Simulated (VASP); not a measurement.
# Fe (P6/mmm) in VASP: a series of runs

Runs on Fe. Level: PBE. Tasks: relaxation of cell and atoms.

All numbers are computed with VASP 6.6.1; they aren't measurements. Logs are shortened: lines on timing, memory, paths and dates and some standing lists are left out, and cuts for length are marked.

## (1) The cell of the first run

Symmetry: P6/mmm, No. 191, hexagonal system. The conventional cell has a = 3.905 Å, b = 3.905 Å, c = 2.421 Å, α = 90.00°, β = 90.00°, γ = 120.00°. Fe (site symmetry 6/mmm) has 14 Fe at 2.42 to 2.56 Å within 3.2 Å. Within 3.0 Å of Fe (site symmetry -6m2) lie 11 Fe at 2.25 to 2.56 Å.

This isn't the form of Fe at room conditions, which is bcc.

## (2) Relaxation of cell and atoms, PBE, collinear spin, ferromagnetic start, target pressure -1.8 GPa, at which the enthalpy is minimised

INCAR reads:

```
SYSTEM = Fe
ALGO = Normal ; EDIFF = 1E-6
EDIFFG = -0.005 ; ENCUT = 600
GGA = PE ; IBRION = 2
ISIF = 3 ; ISMEAR = -1
ISPIN = 2 ; LASPH = .True.
LCHARG = .False. ; LMAXMIX = 4
LORBIT = 11 ; LREAL = .False.
LWAVE = .False. ; MAGMOM = 2.5 2.5 2.5
NELM = 150 ; NSW = 60
PREC = Accurate ; PSTRESS = -18.0
SIGMA = 0.1
```

KPOINTS reads:

```
k-points
0
Gamma
  9 9 13
  0 0 0
```

POSCAR reads:

```
Fe
1.0
    3.9048737734      0.0000000000      0.0000000000
   -1.9524368867      3.3817198863      0.0000000000
    0.0000000000      0.0000000000      2.4210217395
Fe
3
Direct
    0.0000000000      0.0000000000      0.0000000000
    0.3333333333      0.6666666667      0.5000000000
    0.6666666667      0.3333333333      0.5000000000
```

Potentials or basis: VASP PAW PBE potentials, release 64 (Fe).

Command:

```
$ cat potpaw_PBE.64/Fe/POTCAR > POTCAR
$ mpirun -np 1 vasp_std > vasp.out
```

OUTCAR:

```text
SYSTEM = Fe
   EDIFF = 1E-6
   EDIFFG = -0.005
   ENCUT = 600
   GGA = PE
   IBRION = 2
   ISIF = 3
   ISMEAR = -1
   ISPIN = 2
   LASPH = .True.
   LORBIT = 11
   LREAL = .False.
   NELM = 150
   NSW = 60
   PREC = Accurate
   PSTRESS = -18.0

 ion  position               nearest neighbor table
   1  0.000  0.000  0.000-   2 2.56   3 2.56   2 2.56   3 2.56   2 2.56   2 2.56   3 2.56   3 2.56
                             3 2.56   3 2.56   2 2.56   2 2.56
   2  0.333  0.667  0.500-   3 2.25   3 2.25   3 2.25   1 2.56   1 2.56   1 2.56   1 2.56   1 2.56
                             1 2.56
   3  0.667  0.333  0.500-   2 2.25   2 2.25   2 2.25   1 2.56   1 2.56   1 2.56   1 2.56   1 2.56
                             1 2.56

  LATTYP: Found a hexagonal cell.
 ALAT       =     3.9048737734
 C/A-ratio  =     0.6200000000

  Lattice vectors:

 A1 = (   3.9048737734,   0.0000000000,   0.0000000000)
 A2 = (  -1.9524368867,   3.3817198863,   0.0000000000)
 A3 = (   0.0000000000,   0.0000000000,   2.4210217395)

Analysis of symmetry for initial positions (statically):
=====================================================================
 Subroutine PRICEL returns:
 Original cell was already a primitive cell.

 Routine SETGRP: Setting up the symmetry group for a
 hexagonal supercell.

 Subroutine GETGRP returns: Found 24 space group operations
 (whereof 24 operations were pure point group operations)
 out of a pool of 24 trial point group operations.

The static configuration has the point symmetry D_6h.

Analysis of symmetry for dynamics (positions and initial velocities):
=====================================================================
 Subroutine PRICEL returns:
 Original cell was already a primitive cell.

 Routine SETGRP: Setting up the symmetry group for a
 hexagonal supercell.

 Subroutine GETGRP returns: Found 24 space group operations
 (whereof 24 operations were pure point group operations)
 out of a pool of 24 trial point group operations.

The dynamic configuration has the point symmetry D_6h.

Analysis of structural, dynamic, and magnetic symmetry:
=====================================================================
 Subroutine PRICEL returns:
 Original cell was already a primitive cell.

 Routine SETGRP: Setting up the symmetry group for a
 hexagonal supercell.

 Subroutine GETGRP returns: Found 24 space group operations
 (whereof 24 operations were pure point group operations)
 out of a pool of 24 trial point group operations.

The overall configuration has the point symmetry D_6h.

 Subroutine INISYM returns: Found 24 space group operations
 (whereof 24 operations are pure point group operations),
 and found     1 'primitive' translations

----------------------------------------------------------------------------------------

                                     Primitive cell

  volume of cell :      31.9701

  direct lattice vectors                    reciprocal lattice vectors
     3.904873773  0.000000000  0.000000000     0.256090224  0.147853760  0.000000000
    -1.952436887  3.381719886  0.000000000     0.000000000  0.295707520  0.000000000
     0.000000000  0.000000000  2.421021739     0.000000000  0.000000000  0.413048749

  length of vectors
     3.904873773  3.904873773  2.421021739     0.295707520  0.295707520  0.413048749

  position of ions in fractional coordinates (direct lattice)
     0.000000000  0.000000000  0.000000000
     0.333333333  0.666666667  0.500000000
     0.666666667  0.333333333  0.500000000

  ion indices of the primitive-cell ions
   primitive index   ion index
                 1           1
                 2           2
                 3           3

----------------------------------------------------------------------------------------

 KPOINTS: k-points

Automatic generation of k-mesh.
 Grid dimensions read from file:
 generate k-points for:    9    9   13

 Generating k-lattice:

  Cartesian coordinates                     Fractional coordinates (reciprocal lattice)
     0.028454469  0.016428196  0.000000000     0.111111111  0.000000000  0.000000000
     0.000000000  0.032856391  0.000000000     0.000000000  0.111111111  0.000000000
     0.000000000  0.000000000  0.031772981     0.000000000  0.000000000  0.076923077

  Length of vectors
     0.032856391  0.032856391  0.031772981

  Shift w.r.t. Gamma in fractional coordinates (k-lattice)
     0.000000000  0.000000000  0.000000000

 Subroutine IBZKPT returns following result:
 ===========================================

 Found     84 irreducible k-points:

 Following reciprocal coordinates:
            Coordinates               Weight
  0.000000  0.000000  0.000000      1.000000
  0.111111  0.000000  0.000000      6.000000
  0.222222  0.000000  0.000000      6.000000
  0.333333  0.000000  0.000000      6.000000
  0.444444  0.000000  0.000000      6.000000
  0.111111  0.111111  0.000000      6.000000
[... 16 lines left out ...]
  0.333333  0.222222  0.076923     24.000000
  0.333333  0.333333  0.076923      4.000000
 [... further k-points ...]
   k-points           NKPTS =     84   k-points in BZ     NKDIM =     84   number of bands    NBANDS=     20
   number of dos      NEDOS =    301   number of ions     NIONS =      3
   total plane-waves  NPLWV =  20480
   dimension x,y,z NGX =    32 NGY =   32 NGZ =   20
   dimension x,y,z NGXF=    64 NGYF=   64 NGZF=   40
   ions per type =               3
   NGX,Y,Z   is equivalent  to a cutoff of  13.62, 13.62, 13.73 a.u.
   NGXF,Y,Z  is equivalent  to a cutoff of  27.25, 27.25, 27.47 a.u.
 SYSTEM =  Fe
   PREC   = accura    normal or accurate (medium, high low for compatibility)
   ISTART =      0    job   : 0-new  1-cont  2-samecut
   ICHARG =      2    charge: 1-file 2-atom 10-const
   ISPIN  =      2    spin polarized calculation?
   LNONCOLLINEAR =      F non collinear calculations
   LSORBIT =      F    spin-orbit coupling
   LASPH  =      T    aspherical Exc in radial PAW
   ENCUT  =  600.0 eV  44.10 Ry    6.64 a.u.   7.80  7.80  4.84*2*pi/ulx,y,z
   NELM   =    150;   NELMIN=  2; NELMDL= -5     # of ELM steps
   EDIFF  = 0.1E-05   stopping-criterion for ELM
   LREAL  =      F    real-space projection
   EDIFFG = -.5E-02   stopping-criterion for IOM
   NSW    =     60    number of steps for IOM
   IBRION =      2    ionic relax: 0-MD 1-quasi-New 2-CG
   NFREE  =      1    steps in history (QN), initial steepest desc. (CG)
   ISIF   =      3    stress and relaxation
   ISYM   =      2    0-nonsym 1-usesym 2-fastsym
   POTIM  = 0.5000    time-step for ionic-motion
   TEBEG  =    0.0;   TEEND  =   0.0 temperature during run
   PSTRESS=  -18.0 pullay stress
   NELECT =      24.0000    total number of electrons
   NUPDOWN=      -1.0000    fix difference up-down
   EMIN   =  10.00;   EMAX   =-10.00  energy-range for DOS
   EFERMI =   0.00;   METHOD = LEGACY
   ISMEAR =    -1;   SIGMA  =   0.10  broadening in eV -4-tet -1-fermi 0-gaus
   EFERMI_NEDOS =   21; number of points for ismear=-14 and -15
   IALGO  =     38    algorithm
   IMIX   =      4    mixing-type and parameters
     AMIX     =   0.40;   BMIX     =  1.00
     AMIX_MAG =   1.60;   BMIX_MAG =  1.00
  volume/ion in A,a.u.               =      10.66        71.91
  Fermi-wavevector in a.u.,A,eV,Ry     =   1.487867  2.811661 30.119877  2.213748
  Thomas-Fermi vector in A             =   2.600974
   LORBIT       =     11    0 simple, 1 ext, 2 COOP (PROOUT), +10 PAW based schemes
   GGA     = PE    functional components
   LHFCALC =     F    Hartree Fock is set to
   AEXX    =    0.0000 exact exchange contribution
   IVDW    =     0    specifies the selected vdW correction
   LEPSILON=     F    determine dielectric tensor
   LRPA    =     F    only Hartree local field effects (RPA)
 conjugate gradient relaxation of ions
 spin polarized calculation
  energy-cutoff  :      600.00
  volume of cell :       31.97
 maximum number of plane-waves:      1095
 NGX is ok and might be reduce to    32
   NGX = 15   NGY = 15   NGZ =  9

--------------------------------------- Ionic step        1  -------------------------------------------

 number of electron      23.9999994 magnetization       0.4434914

 Free energy of the ion-electron system (eV)
  ---------------------------------------------------
  ext. energy  EPLUGINS =         0.00000000
  ---------------------------------------------------
  free energy    TOTEN  =       -24.01976543 eV

  energy without entropy =      -23.82864510  energy(sigma->0) =      -23.92420526

------------------------ aborting loop because EDIFF is reached ----------------------------------------

  FORCE on cell =-STRESS in cart. coord.  units (eV):
  Direction    XX          YY          ZZ          XY          YZ          ZX
  --------------------------------------------------------------------------------------
  -------------------------------------------------------------------------------------
  Total       -1.5842824     -1.5842824     -0.5253053      0.0000000      0.0000000     -0.0000000
  in kB      -79.3962257    -79.3962257    -26.3256475      0.0000000      0.0000000     -0.0000000
  external PRESSURE =     -43.7060329 kB  Pullay stress =     -18.0000000 kB
[... 186 lines left out ...]
 number of electron      23.9999995 magnetization      -0.0086428

 number of electron      23.9999995 magnetization       0.0011840

 Free energy of the ion-electron system (eV)
  ---------------------------------------------------
  ext. energy  EPLUGINS =         0.00000000
  ---------------------------------------------------
  free energy    TOTEN  =       -24.04019852 eV

  energy without entropy =      -23.85634471  energy(sigma->0) =      -23.94827162

 E-fermi :   6.7392     XC(G=0): -13.6223

 val. band max:        6.7370440479   @ k =   0.4444   0.0000   0.1538
 cond. band min:       6.7438192363   @ k =   0.4444   0.0000   0.3077
 fundamental gap:      0.0067751883
 Fermi energy:         6.7392183745

 spin component 1

 k-point     1 :       0.0000    0.0000    0.0000
  band No.  band energies     occupation
      1      -2.1314      1.00000
      2       2.4009      1.00000
      3       3.9234      1.00000
      4       3.9234      1.00000
      5       3.9593      1.00000
      6       3.9593      1.00000
[... 541 lines left out ...]
     19      20.1344      0.00000
     20      20.3583      0.00000

 [... further k-points ...]

 spin component 2

 k-point     1 :       0.0000    0.0000    0.0000
  band No.  band energies     occupation
      1      -2.1314      1.00000
      2       2.4012      1.00000
      3       3.9237      1.00000
      4       3.9237      1.00000
      5       3.9594      1.00000
      6       3.9594      1.00000
[... 541 lines left out ...]
     19      20.1345      0.00000
     20      20.3585      0.00000

 [... further k-points ...]

------------------------ aborting loop because EDIFF is reached ----------------------------------------

  FORCE on cell =-STRESS in cart. coord.  units (eV):
  Direction    XX          YY          ZZ          XY          YZ          ZX
  --------------------------------------------------------------------------------------
  -------------------------------------------------------------------------------------
  Total       -0.3546018     -0.3546018     -0.3474314      0.0000000     -0.0000000      0.0000000
  in kB      -18.0944211    -18.0944211    -17.7285334      0.0000000     -0.0000000      0.0000000
  external PRESSURE =       0.0275415 kB  Pullay stress =     -18.0000000 kB
[... 22 lines left out ...]
  energy  without entropy=      -23.8563447057  energy(sigma->0) =      -23.94827162

  enthalpy is  TOTEN    =       -24.3929499746 eV   P V=       -0.3527514498

 reached required accuracy - stopping structural energy minimisation

 total charge

# of ion       s       p       d       tot
------------------------------------------
    1        0.500   0.591   6.294   7.385
    2        0.538   0.617   6.361   7.515
    3        0.538   0.617   6.361   7.515
--------------------------------------------------
tot          1.575   1.824  19.016  22.415

 magnetization (x)

# of ion       s       p       d       tot
------------------------------------------
    1       -0.000  -0.000   0.001   0.001
    2       -0.000  -0.000   0.000   0.000
    3       -0.000  -0.000   0.000   0.000
--------------------------------------------------
tot         -0.000  -0.000   0.001   0.001
```

Run time: 19 min. Hardware: 1 thread of Oxide Virtual Turin-like, shared host; peak memory 0.2 GiB.

What came out:

```
Free energy                                                : -24.0402 eV
Relaxed volume                                             : 10.47 Å³/atom
Relaxed cell                                               : a = 3.863 Å, b = 3.863 Å, c = 2.429 Å, α = 90.00°, β = 90.00°, γ = 120.00°
Space group after relaxing (to 0.1 Å)                      : P6/mmm (No. 191)
Energy change on relaxing (the run minimises the enthalpy) : -6.8 meV/atom
Ionic steps                                                : 6
Pressure after relaxing                                    : -1.8 GPa
Band gap on the k mesh                                     : zero (filled and empty bands overlap)
Net moment                                                 : 0.00 μB per cell
Valence electrons inside the program's atomic spheres      : Fe 7.38, 7.51 (each value once)
```

The path:
```csv
step,energy change (eV),largest force (eV/Å),pressure (GPa),volume (Å³)
1,0.0000,0.0000,-6.17,31.97
2,-0.0127,0.0000,5.26,30.64
3,-0.0206,0.0000,-1.08,31.30
4,-0.0204,0.0000,-1.19,31.32
5,-0.0202,0.0000,-1.94,31.41
6,-0.0204,0.0000,-1.80,31.40
```

Final structure:
```
CELL_PARAMETERS angstrom
3.86330 0.00000 0.00000
-1.93165 3.34571 0.00000
0.00000 0.00000 2.42918
ATOMIC_POSITIONS crystal
Fe 0.00000 0.00000 0.00000
Fe 0.33333 0.66667 0.50000
Fe 0.66667 0.33333 0.50000
```

Caveat: the cell is relaxed towards a set pressure, so the run minimises the enthalpy, not the energy; the moments typed at the start vanished in this run.

## (3) Relaxation of cell and atoms, PBE, collinear spin, ferromagnetic start, target pressure -1.8 GPa, at which the enthalpy is minimised

This run uses another cell than the first one, of 11.07 Å³/atom.

INCAR reads:

```
SYSTEM = Fe
ALGO     = Normal         ! electronic algorithm
EDIFF    = 1E-6           ! SCF threshold, eV
EDIFFG   = -0.005         ! ionic threshold
ENCUT    = 600            ! plane-wave cutoff, eV
GGA      = PE             ! functional
IBRION   = 2              ! ionic algorithm
ISIF     = 3              ! what is computed and relaxed
ISMEAR   = -1             ! smearing method
ISPIN    = 2              ! spin polarisation
LASPH    = .TRUE.         ! aspherical terms in the spheres
LCHARG   = .FALSE.        ! write CHGCAR
LMAXMIX  = 4              ! l up to which the mixer works
LORBIT   = 11             ! projections on sites
LREAL    = .FALSE.        ! projectors in reciprocal space
LWAVE    = .FALSE.        ! write WAVECAR
MAGMOM   = 2.5 2.5 2.5    ! initial moments
NELM     = 150            ! most SCF steps
NSW      = 32             ! ionic steps
PREC     = Accurate       ! precision mode
PSTRESS  = -18.0        
SIGMA    = 0.1            ! smearing width, eV
```

KPOINTS reads:

```
k-points
0
G
  9 9 13
  0 0 0
```

POSCAR reads:

```
Fe
1.0
    3.9900286924      0.0000000000      0.0000000000
   -1.9950143462      3.4554662094      0.0000000000
    0.0000000000      0.0000000000      2.4087158559
Fe
3
Direct
    0.0000000000      0.0000000000      0.0000000000
    0.3333333333      0.6666666667      0.5000000000
    0.6666666667      0.3333333333      0.5000000000
```

Potentials or basis: VASP PAW PBE potentials, release 64 (Fe).

Command:

```
$ cat potpaw_PBE.64/Fe/POTCAR > POTCAR
$ mpirun -np 1 vasp_std > vasp.out
```

Wall time 24 min (1 thread of Oxide Virtual Turin-like, shared host); peak memory 0.21 GiB.

It converged, with:

* Free energy: -24.0407 eV
* Relaxed volume: 10.47 Å³/atom
* Relaxed cell: a = 3.863 Å, b = 3.863 Å, c = 2.429 Å, α = 90.00°, β = 90.00°, γ = 120.00°
* Space group after relaxing (to 0.1 Å): P6/mmm (No. 191)
* Energy change on relaxing (the run minimises the enthalpy): -40.2 meV/atom
* Ionic steps: 9
* Pressure after relaxing: -1.8 GPa
* Band gap on the k mesh: zero (filled and empty bands overlap)
* Net moment: 0.00 μB per cell
* Valence electrons inside the program's atomic spheres: Fe 7.38, 7.51 (each value once)

The path:
```tsv
step	energy change (eV)	largest force (eV/Å)	pressure (GPa)	volume (Å³)
1	0.0000	0.0000	-11.05	33.21
2	-0.0947	0.0000	9.16	30.22
3	-0.1155	0.0000	-0.06	31.17
4	-0.1202	0.0000	-1.45	31.37
5	-0.1212	0.0000	-1.22	31.33
6	-0.1195	0.0000	-2.43	31.47
7	-0.1205	0.0000	-1.74	31.40
8	-0.1204	0.0000	-1.91	31.40
9	-0.1205	0.0000	-1.82	31.40
```

Final structure:
```
CELL_PARAMETERS angstrom
3.86336 0.00000 0.00000
-1.93168 3.34577 0.00000
0.00000 0.00000 2.42924
ATOMIC_POSITIONS crystal
Fe 0.00000 0.00000 0.00000
Fe 0.33333 0.66667 0.50000
Fe 0.66667 0.33333 0.50000
```

Levels at points of the mesh, in eV from the Fermi level:
Spin up:
| k point | band 8 | band 9 | band 10 | band 11 | band 12 | band 13 | band 14 | band 15 | band 16 | band 17 |
| --- | --- | --- | --- | --- | --- | --- | --- | --- | --- | --- |
| (0.00, 0.00, 0.00) | -1.75 | -1.31 | -1.31 | -0.85 | -0.85 | -0.77 | -0.77 | 0.94 | 0.94 | 7.85 |
Spin down:
```
           k point  band 8  band 9  band 10  band 11  band 12  band 13  band 14  band 15  band 16  band 17
(0.00, 0.00, 0.00)   -1.75   -1.31    -1.31    -0.85    -0.85    -0.77    -0.77     0.94     0.94     7.85
```

Caveat: the cell is relaxed towards a set pressure, so the run minimises the enthalpy, not the energy; the moments typed at the start vanished in this run.
